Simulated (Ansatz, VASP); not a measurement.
One calculation of InO, two programs

File INCAR:

```
SYSTEM = InO
PREC = Accurate
ENCUT = 520
EDIFF = 1E-6
ISMEAR = 0
SIGMA = 0.05
LREAL = .FALSE.
LASPH = .TRUE.
NELM = 100
ALGO = Normal
ISIF = 2
LWAVE = .FALSE.
LCHARG = .TRUE.
GGA = PE
IVDW = 12
LELF = .TRUE.
LVHAR = .TRUE.
NBANDS = 27
```

Contents of KPOINTS:

```
Automatic mesh
0
G
  12 12 2
  0 0 0
```

POSCAR

```
InO
1.0
    3.4297831874      0.0000000000      0.0000000000
   -1.7148915937      2.9702793698      0.0000000000
    0.0000000000      0.0000000000     15.8520222321
In O
2 2
Direct
    0.6666666667      0.3333333333      0.5895266171
    0.6666666667      0.3333333333      0.4104733829
    0.0000000000      0.0000000000      0.6398766429
    0.0000000000      0.0000000000      0.3601233571
```

Input for Ansatz:

```yaml
crystal:
  lattice:
    - [3.4297831903, 0.0, 0.0]
    - [-1.7148915952, 2.9702793723, 0.0]
    - [0.0, 0.0, 15.8520222305]
  atoms:
    - { symbol: In, position: [0.6666666667, 0.3333333333, 0.5895266171] }
    - { symbol: In, position: [0.6666666667, 0.3333333333, 0.4104733829] }
    - { symbol: O, position: [0.0, 0.0, 0.6398766426] }
    - { symbol: O, position: [0.0, 0.0, 0.3601233574] }
basis:
  ecutwfc: 420
kpoints:
  mp_grid: { grid: [12, 12, 2] }
hamiltonian:
  xc: pbe
  dispersion: d3bj
scf:
  occupations: { method: gaussian, width: 0.05 }
output:
  forces: true
  stress: true
  eigenvalues: true
```

Alike in both runs: task single point; functional PBE; dispersion D3(BJ); k mesh 12 × 12 × 2; occupations gaussian, width 0.05 eV; no spin polarisation.

|  | VASP | Ansatz |
| --- | --- | --- |
| version | VASP 6.6.1 | Ansatz 0.2.0 |
| potentials or method | VASP PAW PBE potentials, release 64 (In_d, O), cutoff 520 eV | scalar-relativistic, plane waves, PAW |
| valence electrons in the cell | 38 | 38 |

```csv
,VASP,Ansatz,Ansatz less VASP
gap on the k mesh at the Fermi level (eV),0.43,0.44,+0.011
least direct gap on the mesh (eV),1.16,1.17,+0.011
rms of the force components (eV/Å),0.019,0.001,-0.0183
```

Atom by atom the forces differ by 0.020 eV/Å (rms over components).
